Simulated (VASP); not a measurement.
# Si8S in VASP: single point with PBE

Aim: the single point of Si8S with PBE.

All numbers are computed with VASP 6.6.1; they aren't measurements. Logs are shortened: lines on timing, memory, paths and dates and some standing lists are left out, and cuts for length are marked.

## Step 1: The cell of the first run

The cell holds a slab with vacuum, 9 atoms: a = 3.851 Å, b = 3.851 Å, c = 25.746 Å, α = 90.00°, β = 90.00°, γ = 120.00°.

## Step 2: Single point, PBE, collinear spin

INCAR

```
PREC = Accurate
ENCUT = 520
EDIFF = 1E-7
ISMEAR = 0
SIGMA = 0.05
LREAL = False
LASPH = True
NELM = 150
ALGO = Fast
ISIF = 2
LWAVE = False
LCHARG = False
ISPIN = 2
MAGMOM = 0 0 0 0 0 0 0 0 2
LORBIT = 11
LDIPOL = True
IDIPOL = 3
DIPOL = 0.5 0.5 0.385
GGA = PE
NBANDS = 33
```

KPOINTS

```
regular mesh
0
Gamma
  9 9 1
```

POSCAR

```
Si8S
1.0
    3.8510821778      0.0000000000      0.0000000000
   -1.9255410889      3.3351349981      0.0000000000
    0.0000000000      0.0000000000     25.7458743948
Si S
8 1
Direct
    0.6666666667      0.3333333334      0.1553646980
    0.3333333333      0.6666666667      0.1864797875
    0.3333333333      0.6666666667      0.2789705447
    0.6666666667      0.3333333334      0.3100856343
    0.6666666667      0.3333333334      0.4023777094
    0.3333333333      0.6666666667      0.4328816174
    0.3333333333      0.6666666667      0.5270845181
    0.6666666667      0.3333333334      0.5533264933
    1.0000000000      0.5000000000      0.6212693028
```

Potentials or basis: VASP PAW PBE potentials, release 64 (Si, S).

The run is started by

```
$ cat potpaw_PBE.64/Si/POTCAR potpaw_PBE.64/S/POTCAR > POTCAR
$ mpirun -np 1 vasp_std > vasp.out
```

OUTCAR:

```text
PREC = Accurate
   ENCUT = 520
   EDIFF = 1E-7
   ISMEAR = 0
   LREAL = False
   LASPH = True
   NELM = 150
   ISIF = 2
   ISPIN = 2
   LORBIT = 11
   GGA = PE

 ion  position               nearest neighbor table
   1  0.667  0.333  0.155-   2 2.36   2 2.36   2 2.36
   2  0.333  0.667  0.186-   1 2.36   1 2.36   1 2.36   3 2.38
   3  0.333  0.667  0.279-   4 2.36   4 2.36   4 2.36   2 2.38
   4  0.667  0.333  0.310-   3 2.36   3 2.36   3 2.36   5 2.38
   5  0.667  0.333  0.402-   6 2.36   6 2.36   6 2.36   4 2.38
   6  0.333  0.667  0.433-   5 2.36   5 2.36   5 2.36   7 2.43
   7  0.333  0.667  0.527-   8 2.32   8 2.32   8 2.32   6 2.43   9 2.67
   8  0.667  0.333  0.553-   9 2.07   7 2.32   7 2.32   7 2.32
   9  0.000  0.500  0.621-   8 2.07   7 2.67

  LATTYP: Found a hexagonal cell.
 ALAT       =     3.8510821778
 C/A-ratio  =     6.6853609469

  Lattice vectors:

 A1 = (   3.8510821778,   0.0000000000,   0.0000000000)
 A2 = (  -1.9255410889,   3.3351349981,   0.0000000000)
 A3 = (   0.0000000000,   0.0000000000,  25.7458743948)

Analysis of symmetry for initial positions (statically):
=====================================================================
 Subroutine PRICEL returns:
 Original cell was already a primitive cell.

 Routine SETGRP: Setting up the symmetry group for a
 hexagonal supercell.

 Subroutine GETGRP returns: Found  2 space group operations
 (whereof  2 operations were pure point group operations)
 out of a pool of 24 trial point group operations.

The static configuration has the point symmetry C_1h.

Analysis of symmetry for dynamics (positions and initial velocities):
=====================================================================
 Subroutine PRICEL returns:
 Original cell was already a primitive cell.

 Routine SETGRP: Setting up the symmetry group for a
 hexagonal supercell.

 Subroutine GETGRP returns: Found  2 space group operations
 (whereof  2 operations were pure point group operations)
 out of a pool of 24 trial point group operations.

The dynamic configuration has the point symmetry C_1h.

Analysis of structural, dynamic, and magnetic symmetry:
=====================================================================
 Subroutine PRICEL returns:
 Original cell was already a primitive cell.

 Routine SETGRP: Setting up the symmetry group for a
 hexagonal supercell.

 Subroutine GETGRP returns: Found  2 space group operations
 (whereof  2 operations were pure point group operations)
 out of a pool of 24 trial point group operations.

The overall configuration has the point symmetry C_1h.

 Subroutine INISYM returns: Found  2 space group operations
 (whereof  2 operations are pure point group operations),
 and found     1 'primitive' translations

----------------------------------------------------------------------------------------

                                     Primitive cell

  volume of cell :     330.6769

  direct lattice vectors                    reciprocal lattice vectors
     3.851082178  0.000000000  0.000000000     0.259667271  0.149918969  0.000000000
    -1.925541089  3.335134998  0.000000000     0.000000000  0.299837938  0.000000000
     0.000000000  0.000000000 25.745874395     0.000000000  0.000000000  0.038841174

  length of vectors
     3.851082178  3.851082178 25.745874395     0.299837938  0.299837938  0.038841174

  position of ions in fractional coordinates (direct lattice)
     0.666666667  0.333333333  0.155364698
     0.333333333  0.666666667  0.186479787
     0.333333333  0.666666667  0.278970545
     0.666666667  0.333333333  0.310085634
     0.666666667  0.333333333  0.402377709
     0.333333333  0.666666667  0.432881617
     0.333333333  0.666666667  0.527084518
     0.666666667  0.333333333  0.553326493
     0.000000000  0.500000000  0.621269303

  ion indices of the primitive-cell ions
   primitive index   ion index
                 1           1
                 2           2
                 3           3
                 4           4
                 5           5
                 6           6
                 7           7
                 8           8
                 9           9

----------------------------------------------------------------------------------------

[... 68 lines left out ...]
   EDIFF  = 0.1E-06   stopping-criterion for ELM
   LREAL  =      F    real-space projection
   EDIFFG = 0.1E-05   stopping-criterion for IOM
   NSW    =      0    number of steps for IOM
   IBRION =     -1    ionic relax: 0-MD 1-quasi-New 2-CG
   NFREE  =      0    steps in history (QN), initial steepest desc. (CG)
   ISIF   =      2    stress and relaxation
   ISYM   =      2    0-nonsym 1-usesym 2-fastsym
   POTIM  = 0.5000    time-step for ionic-motion
   TEBEG  =    0.0;   TEEND  =   0.0 temperature during run
   PSTRESS=    0.0 pullay stress
   NELECT =      38.0000    total number of electrons
   NUPDOWN=      -1.0000    fix difference up-down
   EMIN   =  10.00;   EMAX   =-10.00  energy-range for DOS
   EFERMI =   0.00;   METHOD = LEGACY
   ISMEAR =     0;   SIGMA  =   0.05  broadening in eV -4-tet -1-fermi 0-gaus
   EFERMI_NEDOS =   21; number of points for ismear=-14 and -15
   IALGO  =     68    algorithm
   IMIX   =      4    mixing-type and parameters
     AMIX     =   0.40;   BMIX     =  1.00
     AMIX_MAG =   1.60;   BMIX_MAG =  1.00
  volume/ion in A,a.u.               =      36.74       247.95
  Fermi-wavevector in a.u.,A,eV,Ry     =   0.795918  1.504066  8.619083  0.633485
  Thomas-Fermi vector in A             =   1.902339
   LORBIT       =     11    0 simple, 1 ext, 2 COOP (PROOUT), +10 PAW based schemes
   GGA     = PE    functional components
   LHFCALC =     F    Hartree Fock is set to
   AEXX    =    0.0000 exact exchange contribution
   IVDW    =     0    specifies the selected vdW correction
   LEPSILON=     F    determine dielectric tensor
   LRPA    =     F    only Hartree local field effects (RPA)
 spin polarized calculation
 RMM-DIIS sequential band-by-band and
 Gauss-broadening in eV      SIGMA  =   0.05
  energy-cutoff  :      520.00
  volume of cell :      330.68
 maximum number of plane-waves:      8938
 NGX is ok and might be reduce to    30
   NGX = 15   NGY = 15   NGZ = 95

 dipolmoment           0.000000      0.000000     -0.093461 electrons x Angstroem

 number of electron      38.0000001 magnetization       0.0217728

 number of electron      38.0000001 magnetization      -0.1225816

 dipolmoment           0.000000      0.000000      0.089624 electrons x Angstroem

 Free energy of the ion-electron system (eV)
  ---------------------------------------------------
  ext. energy  EPLUGINS =         0.00000000
  ---------------------------------------------------
  free energy    TOTEN  =       -45.43425579 eV

  energy without entropy =      -45.43049661  energy(sigma->0) =      -45.43237620

 E-fermi :   0.5969     XC(G=0):  -5.6853

 val. band max:        0.5910328871   @ k =   0.3333   0.2222   0.0000
 cond. band min:       0.6020462977   @ k =   0.3333   0.3333   0.0000
 fundamental gap:      0.0110134106
 Fermi energy:         0.5969458105

 spin component 1

 k-point     1 :       0.0000    0.0000    0.0000
  band No.  band energies     occupation
      1     -12.8546      1.00000
      2     -11.0584      1.00000
      3     -10.4126      1.00000
      4      -9.5733      1.00000
      5      -8.9370      1.00000
      6      -5.5239      1.00000
[... 805 lines left out ...]
     30       5.9153      0.00000
     31       6.3186      0.00000

 [... further k-points ...]

 spin component 2

 k-point     1 :       0.0000    0.0000    0.0000
  band No.  band energies     occupation
      1     -12.6109      1.00000
      2     -11.0907      1.00000
      3     -10.4604      1.00000
      4      -9.6313      1.00000
      5      -8.8150      1.00000
      6      -5.5819      1.00000
[... 805 lines left out ...]
     30       5.8249      0.00000
     31       6.2033      0.00000

 [... further k-points ...]

 [bands above 31 left out]

------------------------ aborting loop because EDIFF is reached ----------------------------------------

 vacuum level on the upper side and lower side of the slab       (xc-potential included)         0.610        -0.655

  FORCE on cell =-STRESS in cart. coord.  units (eV):
  Direction    XX          YY          ZZ          XY          YZ          ZX
  --------------------------------------------------------------------------------------
  -------------------------------------------------------------------------------------
  Total        1.6916637      1.2463261      0.7208622      0.3856737     -0.0595765     -0.1031901
  in kB        8.1963551      6.0386299      3.4926814      1.8686448     -0.2886568     -0.4999709
  external PRESSURE =       5.9092221 kB  Pullay stress =       0.0000000 kB

 VOLUME and BASIS-vectors are now :
 -----------------------------------------------------------------------------
  energy-cutoff  :      520.00
  volume of cell :      330.68
      direct lattice vectors                 reciprocal lattice vectors
     3.851082178  0.000000000  0.000000000     0.259667271  0.149918969  0.000000000
    -1.925541089  3.335134998  0.000000000     0.000000000  0.299837938  0.000000000
     0.000000000  0.000000000 25.745874395     0.000000000  0.000000000  0.038841174

 POSITION                                       TOTAL-FORCE (eV/Angst)
 -----------------------------------------------------------------------------------
      1.92554      1.11171      4.00000         0.004106      0.002370      0.428993
     -0.00000      2.22342      4.80109        -0.010423     -0.006018     -0.579246
     -0.00000      2.22342      7.18234        -0.012787     -0.007383      0.179418
      1.92554      1.11171      7.98343         0.016373      0.009453     -0.126355
      1.92554      1.11171     10.35957         0.061643      0.035590     -0.019548
     -0.00000      2.22342     11.14492        -0.030243     -0.017461     -0.013714
     -0.00000      2.22342     13.57025         0.094695      0.054672     -0.141831
      1.92554      1.11171     14.24587        -0.159348     -0.092000      0.312039
     -0.96277      1.66757     15.99512         0.035984      0.020776     -0.039757
 -----------------------------------------------------------------------------------
    total drift:                               -0.000033     -0.000019     -0.000101

  FREE ENERGIE OF THE ION-ELECTRON SYSTEM (eV)
  ---------------------------------------------------
  free  energy   TOTEN  =       -45.4342557858 eV

  energy  without entropy=      -45.4304966095  energy(sigma->0) =      -45.43237620

 vacuum level on the upper side and lower side of the slab         6.534         5.210

 total charge

# of ion       s       p       d       tot
------------------------------------------
    1        0.793   0.846   0.000   1.639
    2        0.756   0.911   0.000   1.667
    3        0.760   0.914   0.000   1.673
    4        0.756   0.921   0.000   1.676
    5        0.756   0.923   0.000   1.679
    6        0.765   0.911   0.000   1.675
    7        0.764   0.912   0.000   1.676
    8        0.754   0.921   0.000   1.675
    9        1.373   2.296   0.000   3.668
--------------------------------------------------
tot          7.477   9.553   0.000  17.029

 magnetization (x)

# of ion       s       p       d       tot
------------------------------------------
    1       -0.036  -0.175   0.000  -0.210
    2       -0.002  -0.015   0.000  -0.018
    3       -0.008  -0.034   0.000  -0.042
    4       -0.001  -0.005   0.000  -0.005
    5       -0.000   0.001   0.000   0.001
    6        0.009   0.034   0.000   0.043
    7        0.011   0.027   0.000   0.038
    8        0.000   0.031   0.000   0.031
    9        0.007   0.237   0.000   0.244
--------------------------------------------------
tot         -0.021   0.102   0.000   0.081
```

It took 38 min on 1 thread of Oxide Virtual Turin-like, shared host; peak memory 0.75 GiB.

Results:

```yaml
Free_energy: -45.4343 eV
Largest_force: 0.579 eV/Å
Net_moment: -0.12 μB per cell
Site_moments: Si -0.21, -0.02, -0.04, -0.01, +0.00, +0.04, +0.03 (each value once); S +0.24 μB
Valence_electrons_inside_the_program's_atomic_spheres: Si 1.64, 1.67, 1.68 (each value once); S 3.67
```

Forces on the atoms (eV/Å):
```
Si   0.004  0.002  0.429
Si  -0.010 -0.006 -0.579
Si  -0.013 -0.007  0.179
Si   0.016  0.009 -0.126
Si   0.062  0.036 -0.020
Si  -0.030 -0.017 -0.014
Si   0.095  0.055 -0.142
Si  -0.159 -0.092  0.312
S    0.036  0.021 -0.040
```
